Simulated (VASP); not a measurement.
A run of VASP 6.6.1:

File INCAR:

```
SYSTEM = Zn
PREC = Accurate
ENCUT = 520
EDIFF = 1E-6
ISMEAR = 0
SIGMA = 0.1
LREAL = .FALSE.
LASPH = .TRUE.
NELM = 80
ALGO = Normal
ISIF = 2
LWAVE = .FALSE.
LCHARG = .FALSE.
GGA = PE
NBANDS = 19
```

KPOINTS

```
regular mesh
0
G
  6 6 6
  0 0 0
```

File POSCAR:

```
Zn
1.0
    0.0000000000      2.9401182642      2.9401182642
    2.9401182642      0.0000000000      2.9401182642
    2.9401182642      2.9401182642      0.0000000000
Zn
2
Direct
    0.5000000000      0.5000000000      0.5000000000
    0.7500000000      0.7500000000      0.7500000000
```

Potentials or basis: VASP PAW PBE potentials, release 64 (Zn).

Command:

```console
$ cat potpaw_PBE.64/Zn/POTCAR > POTCAR
$ mpirun -np 1 vasp_std > vasp.out
```

Hardware: 1 thread of AMD EPYC 9R45 (Zen 5), on a shared host.

**Question.** How long does it take, and how much memory?

**Answer.** Run time: 7.4 s on 1 thread of AMD EPYC 9R45 (Zen 5), with other jobs on the host, peak memory 0.13 GiB. Counts: scf iterations 11, k points 16.
